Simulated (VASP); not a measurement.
Ta2AlC2N, 6 atoms in the cell. The structure is tetragonal, space group I4/mmm (No. 139). The conventional cell has a = 4.125 Å, b = 4.125 Å, c = 10.087 Å, α = 90.00°, β = 90.00°, γ = 90.00°. Within 2.6 Å of Ta (site symmetry 4mm) lie 1 N at 1.95 Å and 4 C at 2.14 Å. Within 3.8 Å of Al (site symmetry 4/mmm) lie 4 N at 2.92 Å and 10 Ta at 3.09 to 3.51 Å and 8 C at 3.26 Å. C (site symmetry -4m2) has 4 Ta at 2.14 Å within 2.8 Å. N (site symmetry 4/mmm) has 2 Ta at 1.95 Å within 2.6 Å. The cell was built from a structure type or drawn by symmetry, and may not be a known phase.

```yaml
Program: VASP 6.6.1
Task: single point
Functional: PBE
Potentials_or_basis: VASP PAW PBE potentials, release 64 (Ta_pv, Al, C, N)
Cutoff: 520 eV
k_mesh: 6 × 6 × 6
Occupations: gaussian, width 0.1 eV
Spin: no spin polarisation
Dipole_correction: no
Further_INCAR_settings: ALGO = Normal; EDIFF = 1e-07; NBANDS = 28
```

Potentials or basis: VASP PAW PBE potentials, release 64 (Ta_pv, Al, C, N).

Launch:

```sh
$ cat potpaw_PBE.64/Ta_pv/POTCAR potpaw_PBE.64/Al/POTCAR potpaw_PBE.64/C/POTCAR potpaw_PBE.64/N/POTCAR > POTCAR
$ mpirun -np 1 vasp_std > vasp.out
```

Hardware: 1 thread of AMD EPYC 9R45 96-Core Processor (Zen 5), with other jobs on the host.

Question: How long does it take, and how much memory?

Answer: Run time: 93 s on 1 thread of AMD EPYC 9R45 96-Core Processor (Zen 5), on a shared host, peak memory 0.34 GiB. Counts: scf iterations 15, k points 30.
